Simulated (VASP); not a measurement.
# Sc3Te (Fm-3m) in VASP: a series of runs

The runs below take Sc3Te through single point, relaxation of cell and atoms, with PBE.

Everything below comes from runs of VASP 6.6.1. Logs are shortened: lines on timing, memory, paths and dates and some standing lists are left out, and cuts for length are marked.

## 1. The cell of the first run

The structure is cubic, space group Fm-3m (No. 225). The conventional cell has a = 7.136 Å, b = 7.136 Å, c = 7.136 Å, α = 90.00°, β = 90.00°, γ = 90.00°. Sc (site symmetry -43m) has 10 Sc at 3.09 to 3.57 Å and 4 Te at 3.09 Å within 4.1 Å. Within 4.1 Å of Sc (site symmetry m-3m) lie 8 Sc at 3.09 Å and 6 Te at 3.57 Å. Te (site symmetry m-3m) has 14 Sc at 3.09 to 3.57 Å within 4.1 Å.

## 2. Single point, PBE

INCAR

```
SYSTEM = Sc3Te
PREC = Accurate
ENCUT = 520
EDIFF = 1E-6
ISMEAR = 0
SIGMA = 0.1
LREAL = .False.
LASPH = .True.
NELM = 100
ALGO = Normal
ISIF = 2
LWAVE = .False.
LCHARG = .True.
GGA = PE
LELF = .True.
LVHAR = .True.
NBANDS = 28
```

KPOINTS

```
Automatic mesh
0
Gamma
  4 4 4
  0 0 0
```

POSCAR

```
Sc3Te
1.0
    0.0000000000      3.5682048700      3.5682048700
    3.5682048700      0.0000000000      3.5682048700
    3.5682048700      3.5682048700      0.0000000000
Sc Te
3 1
Direct
    0.2500000000      0.2500000000      0.2500000000
    0.7500000000      0.7500000000      0.7500000000
    0.5000000000      0.5000000000      0.5000000000
    0.0000000000      0.0000000000      0.0000000000
```

Potentials or basis: VASP PAW PBE potentials, release 64 (Sc_sv, Te).

Started as:

```
> cat potpaw_PBE.64/Sc_sv/POTCAR potpaw_PBE.64/Te/POTCAR > POTCAR
> mpirun -np 1 vasp_std > vasp.out
```

OUTCAR:

```text
SYSTEM = Sc3Te
   PREC = Accurate
   ENCUT = 520
   EDIFF = 1E-6
   ISMEAR = 0
   LREAL = .False.
   LASPH = .True.
   NELM = 100
   ISIF = 2
   GGA = PE

 ion  position               nearest neighbor table
   1  0.250  0.250  0.250-   4 3.09   4 3.09   4 3.09   3 3.09   4 3.09   3 3.09   3 3.09   3 3.09

   2  0.750  0.750  0.750-   3 3.09   3 3.09   3 3.09   3 3.09   4 3.09   4 3.09   4 3.09   4 3.09

   3  0.500  0.500  0.500-   1 3.09   1 3.09   1 3.09   1 3.09   2 3.09   2 3.09   2 3.09   2 3.09

   4  0.000  0.000  0.000-   2 3.09   2 3.09   2 3.09   1 3.09   2 3.09   1 3.09   1 3.09   1 3.09

  LATTYP: Found a face centered cubic cell.
 ALAT       =     7.1364097400

  Lattice vectors:

 A1 = (   0.0000000000,   3.5682048700,   3.5682048700)
 A2 = (   3.5682048700,   0.0000000000,   3.5682048700)
 A3 = (   3.5682048700,   3.5682048700,   0.0000000000)

Analysis of symmetry for initial positions (statically):
=====================================================================
 Subroutine PRICEL returns:
 Original cell was already a primitive cell.

 Routine SETGRP: Setting up the symmetry group for a
 face centered cubic supercell.

 Subroutine GETGRP returns: Found 48 space group operations
 (whereof 48 operations were pure point group operations)
 out of a pool of 48 trial point group operations.

The static configuration has the point symmetry O_h .

Analysis of symmetry for dynamics (positions and initial velocities):
=====================================================================
 Subroutine PRICEL returns:
 Original cell was already a primitive cell.

 Routine SETGRP: Setting up the symmetry group for a
 face centered cubic supercell.

 Subroutine GETGRP returns: Found 48 space group operations
 (whereof 48 operations were pure point group operations)
 out of a pool of 48 trial point group operations.

The dynamic configuration has the point symmetry O_h .

 Subroutine INISYM returns: Found 48 space group operations
 (whereof 48 operations are pure point group operations),
 and found     1 'primitive' translations

----------------------------------------------------------------------------------------

                                     Primitive cell

  volume of cell :      90.8614

  direct lattice vectors                    reciprocal lattice vectors
     0.000000000  3.568204870  3.568204870    -0.140126483  0.140126483  0.140126483
     3.568204870  0.000000000  3.568204870     0.140126483 -0.140126483  0.140126483
     3.568204870  3.568204870  0.000000000     0.140126483  0.140126483 -0.140126483

  length of vectors
     5.046203720  5.046203720  5.046203720     0.242706188  0.242706188  0.242706188

  position of ions in fractional coordinates (direct lattice)
     0.250000000  0.250000000  0.250000000
     0.750000000  0.750000000  0.750000000
     0.500000000  0.500000000  0.500000000
     0.000000000  0.000000000  0.000000000

  ion indices of the primitive-cell ions
   primitive index   ion index
                 1           1
                 2           2
                 3           3
                 4           4

----------------------------------------------------------------------------------------

 KPOINTS: Automatic mesh

Automatic generation of k-mesh.
 Grid dimensions read from file:
 generate k-points for:    4    4    4

 Generating k-lattice:

  Cartesian coordinates                     Fractional coordinates (reciprocal lattice)
    -0.035031621  0.035031621  0.035031621     0.250000000  0.000000000  0.000000000
     0.035031621 -0.035031621  0.035031621     0.000000000  0.250000000  0.000000000
     0.035031621  0.035031621 -0.035031621     0.000000000  0.000000000  0.250000000

  Length of vectors
     0.060676547  0.060676547  0.060676547

  Shift w.r.t. Gamma in fractional coordinates (k-lattice)
     0.000000000  0.000000000  0.000000000

 Subroutine IBZKPT returns following result:
 ===========================================

 Found      8 irreducible k-points:

 Following reciprocal coordinates:
            Coordinates               Weight
  0.000000  0.000000  0.000000      1.000000
  0.250000  0.000000  0.000000      8.000000
  0.500000  0.000000  0.000000      4.000000
  0.250000  0.250000  0.000000      6.000000
  0.500000  0.250000  0.000000     24.000000
 -0.250000  0.250000  0.000000     12.000000
  0.500000  0.500000  0.000000      3.000000
 -0.250000  0.500000  0.250000      6.000000
   k-points           NKPTS =      8   k-points in BZ     NKDIM =      8   number of bands    NBANDS=     28
   number of dos      NEDOS =    301   number of ions     NIONS =      4
   total plane-waves  NPLWV =  64000
   dimension x,y,z NGX =    40 NGY =   40 NGZ =   40
   dimension x,y,z NGXF=    80 NGYF=   80 NGZF=   80
   ions per type =               3   1
   NGX,Y,Z   is equivalent  to a cutoff of  13.18, 13.18, 13.18 a.u.
   NGXF,Y,Z  is equivalent  to a cutoff of  26.36, 26.36, 26.36 a.u.
 SYSTEM =  Sc3Te
   PREC   = accura    normal or accurate (medium, high low for compatibility)
   ISTART =      0    job   : 0-new  1-cont  2-samecut
   ICHARG =      2    charge: 1-file 2-atom 10-const
   ISPIN  =      1    spin polarized calculation?
   LNONCOLLINEAR =      F non collinear calculations
   LSORBIT =      F    spin-orbit coupling
   LASPH  =      T    aspherical Exc in radial PAW
   ENCUT  =  520.0 eV  38.22 Ry    6.18 a.u.   9.38  9.38  9.38*2*pi/ulx,y,z
   NELM   =    100;   NELMIN=  2; NELMDL= -5     # of ELM steps
   EDIFF  = 0.1E-05   stopping-criterion for ELM
   LREAL  =      F    real-space projection
   EDIFFG = 0.1E-04   stopping-criterion for IOM
   NSW    =      0    number of steps for IOM
   IBRION =     -1    ionic relax: 0-MD 1-quasi-New 2-CG
   NFREE  =      0    steps in history (QN), initial steepest desc. (CG)
   ISIF   =      2    stress and relaxation
   ISYM   =      2    0-nonsym 1-usesym 2-fastsym
   POTIM  = 0.5000    time-step for ionic-motion
   TEBEG  =    0.0;   TEEND  =   0.0 temperature during run
   PSTRESS=    0.0 pullay stress
   NELECT =      39.0000    total number of electrons
   NUPDOWN=      -1.0000    fix difference up-down
   EMIN   =  10.00;   EMAX   =-10.00  energy-range for DOS
   EFERMI =   0.00;   METHOD = LEGACY
   ISMEAR =     0;   SIGMA  =   0.10  broadening in eV -4-tet -1-fermi 0-gaus
   EFERMI_NEDOS =   21; number of points for ismear=-14 and -15
   IALGO  =     38    algorithm
   IMIX   =      4    mixing-type and parameters
     AMIX     =   0.40;   BMIX     =  1.00
     AMIX_MAG =   1.60;   BMIX_MAG =  1.00
  volume/ion in A,a.u.               =      22.72       153.29
  Fermi-wavevector in a.u.,A,eV,Ry     =   1.234914  2.333648 20.749044  1.525012
  Thomas-Fermi vector in A             =   2.369584
   LORBIT       =      0    0 simple, 1 ext, 2 COOP (PROOUT), +10 PAW based schemes
   GGA     = PE    functional components
   LHFCALC =     F    Hartree Fock is set to
   AEXX    =    0.0000 exact exchange contribution
   IVDW    =     0    specifies the selected vdW correction
   LEPSILON=     F    determine dielectric tensor
   LRPA    =     F    only Hartree local field effects (RPA)
 non-spin polarized calculation
 Gauss-broadening in eV      SIGMA  =   0.10
  energy-cutoff  :      520.00
  volume of cell :       90.86
 maximum number of plane-waves:      2468
 NGX is ok and might be reduce to    40
   NGX = 19   NGY = 19   NGZ = 19

 number of electron      39.0000007 magnetization

 Free energy of the ion-electron system (eV)
  ---------------------------------------------------
  ext. energy  EPLUGINS =         0.00000000
  ---------------------------------------------------
  free energy    TOTEN  =       -22.59599343 eV

  energy without entropy =      -22.56140585  energy(sigma->0) =      -22.57869964

 E-fermi :   6.4066     XC(G=0): -10.4117

 val. band max:        6.4002879710   @ k =   0.2500   0.0000   0.0000
 cond. band min:       6.4145538667   @ k =   0.2500   0.0000   0.0000
 fundamental gap:      0.0142658957
 Fermi energy:         6.4066158768

 k-point     1 :       0.0000    0.0000    0.0000
  band No.  band energies     occupation
      1     -43.0621      2.00000
      2     -42.9850      2.00000
      3     -42.9513      2.00000
      4     -21.7977      2.00000
      5     -21.7977      2.00000
      6     -21.7977      2.00000
[... 20 lines left out ...]
     27       8.8888      0.00000
     28       8.8888      0.00000

 k-point     2 :       0.2500    0.0000    0.0000
  band No.  band energies     occupation
      1     -43.0491      2.00000
      2     -42.9881      2.00000
      3     -42.9612      2.00000
      4     -21.8240      2.00000
      5     -21.8240      2.00000
      6     -21.8228      2.00000
[... 20 lines left out ...]
     27       8.9628      0.00000
     28       9.3920      0.00000

 k-point     3 :       0.5000    0.0000    0.0000
  band No.  band energies     occupation
      1     -43.0300      2.00000
      2     -42.9953      2.00000
      3     -42.9731      2.00000
      4     -21.8429      2.00000
      5     -21.8429      2.00000
      6     -21.8157      2.00000
[... 20 lines left out ...]
     27       8.5070      0.00000
     28       8.7759      0.00000

 k-point     4 :       0.2500    0.2500    0.0000
  band No.  band energies     occupation
      1     -43.0443      2.00000
      2     -42.9884      2.00000
      3     -42.9657      2.00000
      4     -21.8576      2.00000
      5     -21.8576      2.00000
      6     -21.7831      2.00000
[... 20 lines left out ...]
     27       8.7642      0.00000
     28       9.6426      0.00000

 k-point     5 :       0.5000    0.2500    0.0000
  band No.  band energies     occupation
      1     -43.0228      2.00000
      2     -42.9937      2.00000
      3     -42.9819      2.00000
      4     -21.8737      2.00000
      5     -21.8692      2.00000
      6     -21.7903      2.00000
[... 20 lines left out ...]
     27       8.8519      0.00000
     28       9.3210      0.00000

 k-point     6 :      -0.2500    0.2500    0.0000
  band No.  band energies     occupation
      1     -43.0314      2.00000
      2     -42.9918      2.00000
      3     -42.9752      2.00000
      4     -21.8485      2.00000
      5     -21.8461      2.00000
      6     -21.8291      2.00000
[... 20 lines left out ...]
     27       9.2172      0.00000
     28       9.3657      0.00000

 k-point     7 :       0.5000    0.5000    0.0000
  band No.  band energies     occupation
      1     -43.0079      2.00000
      2     -42.9988      2.00000
      3     -42.9917      2.00000
      4     -21.8981      2.00000
      5     -21.8981      2.00000
      6     -21.7425      2.00000
[... 20 lines left out ...]
     27       9.2043      0.00000
     28       9.2483      0.00000

 k-point     8 :      -0.2500    0.5000    0.2500
  band No.  band energies     occupation
      1     -43.0079      2.00000
      2     -42.9953      2.00000
      3     -42.9953      2.00000
      4     -21.9041      2.00000
      5     -21.8203      2.00000
      6     -21.8203      2.00000
[... 20 lines left out ...]
     27       8.4906      0.00000
     28       8.5467      0.00000

------------------------ aborting loop because EDIFF is reached ----------------------------------------

  FORCE on cell =-STRESS in cart. coord.  units (eV):
  Direction    XX          YY          ZZ          XY          YZ          ZX
  --------------------------------------------------------------------------------------
  -------------------------------------------------------------------------------------
  Total       -0.0368502     -0.0368502     -0.0368502     -0.0000000     -0.0000000      0.0000000
  in kB       -0.6497871     -0.6497871     -0.6497871     -0.0000000     -0.0000000      0.0000000
  external PRESSURE =      -0.6497871 kB  Pullay stress =       0.0000000 kB

 VOLUME and BASIS-vectors are now :
 -----------------------------------------------------------------------------
  energy-cutoff  :      520.00
  volume of cell :       90.86
      direct lattice vectors                 reciprocal lattice vectors
     0.000000000  3.568204870  3.568204870    -0.140126483  0.140126483  0.140126483
     3.568204870  0.000000000  3.568204870     0.140126483 -0.140126483  0.140126483
     3.568204870  3.568204870  0.000000000     0.140126483  0.140126483 -0.140126483

 POSITION                                       TOTAL-FORCE (eV/Angst)
 -----------------------------------------------------------------------------------
      1.78410      1.78410      1.78410        -0.000000     -0.000000     -0.000000
      5.35231      5.35231      5.35231         0.000000      0.000000      0.000000
      3.56820      3.56820      3.56820        -0.000000      0.000000     -0.000000
      0.00000      0.00000      0.00000        -0.000000      0.000000      0.000000
 -----------------------------------------------------------------------------------
    total drift:                               -0.000000     -0.000000      0.000000

  FREE ENERGIE OF THE ION-ELECTRON SYSTEM (eV)
  ---------------------------------------------------
  free  energy   TOTEN  =       -22.5959934301 eV

  energy  without entropy=      -22.5614058524  energy(sigma->0) =      -22.57869964
```

It took 23 s on 1 thread of Intel Xeon 6975P-C (Granite Rapids), shared host; peak memory 0.23 GiB.

Results:

| Property | Result |
| --- | --- |
| Free energy | -22.5960 eV |
| Pressure | -0.1 GPa |

Caveat: the k points lie up to 0.38 Å⁻¹ apart; spin-orbit coupling is left out, which moves the levels of the heavy elements.

## 3. Single point, PBE

INCAR

```
PREC = Accurate
ENCUT = 520
EDIFF = 1E-6
ISMEAR = 0
SIGMA = 0.1
LREAL = False
LASPH = True
NELM = 80
ALGO = Normal
ISIF = 2
LWAVE = False
LCHARG = False
GGA = PE
NBANDS = 28
```

KPOINTS

```
Automatic mesh
0
Gamma
  4 4 4
```

POSCAR is that of step 2.

Potentials or basis: VASP PAW PBE potentials, release 64 (Sc_sv, Te).

Started as:

```
> cat potpaw_PBE.64/Sc_sv/POTCAR potpaw_PBE.64/Te/POTCAR > POTCAR
> mpirun -np 1 vasp_std > vasp.out
```

Run time: 24 s. Hardware: 1 thread of Intel Xeon 6975P-C (Granite Rapids), shared host; peak memory 0.23 GiB.

Results (log left out):

```
Free energy : -22.5960 eV
Pressure    : -0.1 GPa
```

Levels at points of the mesh, in eV from the Fermi level:
```tsv
k point	band 16	band 17	band 18	band 19	band 20	band 21	band 22	band 23
(0.00, 0.00, 0.00)	-4.07	-2.03	-1.26	-1.26	0.01	0.01	0.01	2.31
(0.50, 0.00, 0.00)	-4.20	-0.42	-0.27	-0.15	-0.15	-0.04	-0.04	1.19
(0.50, 0.50, 0.00)	-4.06	-2.14	-1.82	0.19	0.32	0.32	1.17	1.22
```

Caveat: the k points lie up to 0.38 Å⁻¹ apart; spin-orbit coupling is left out, which moves the levels of the heavy elements.

## 4. Relaxation of cell and atoms, PBE

INCAR

```
SYSTEM = Sc3Te
PREC = Accurate
ENCUT = 600
EDIFF = 1E-6
ISMEAR = 0
SIGMA = 0.1
LREAL = .False.
LASPH = .True.
NELM = 60
ALGO = Normal
ISIF = 3
LWAVE = .False.
LCHARG = .False.
GGA = PE
IBRION = 2
NSW = 90
EDIFFG = -0.04
```

KPOINTS

```
Automatic mesh
0
Gamma
  4 4 4
  0 0 0
```

POSCAR is that of step 3.

Started as:

```
> cat potpaw_PBE.64/Sc_sv/POTCAR potpaw_PBE.64/Te/POTCAR > POTCAR
> mpirun -np 1 vasp_std > vasp.out
```

Run time: 21 s. Hardware: 1 thread of Intel Xeon 6975P-C (Granite Rapids), shared host; peak memory 0.24 GiB.

Results (log left out):

```
Free energy             : -22.5968 eV
Pressure after relaxing : 0.0 GPa
```

Final structure:
```
Sc Te
1.0
     0.00000    3.56820    3.56820
     3.56820    0.00000    3.56820
     3.56820    3.56820    0.00000
Sc Te
3 1
Direct
  0.25000 0.25000 0.25000
  0.75000 0.75000 0.75000
  0.50000 0.50000 0.50000
  0.00000 0.00000 0.00000
```

Levels at points of the mesh, in eV from the Fermi level:
```
           k point  band 15  band 16  band 17  band 18  band 19  band 20  band 21  band 22  band 23
(0.00, 0.00, 0.00)    -4.07    -4.07    -2.03    -1.26    -1.26     0.01     0.01     0.01     2.32
(0.50, 0.00, 0.00)    -4.20    -4.20    -0.42    -0.27    -0.15    -0.15    -0.04    -0.04     1.19
(0.50, 0.50, 0.00)    -4.06    -4.06    -2.14    -1.82     0.19     0.32     0.32     1.17     1.23
```

Caveat: the k points lie up to 0.38 Å⁻¹ apart in the final cell; the relaxation stopped at its first step, so nothing moved; spin-orbit coupling is left out, which moves the levels of the heavy elements.

(Part 1 of 2 ends here.)
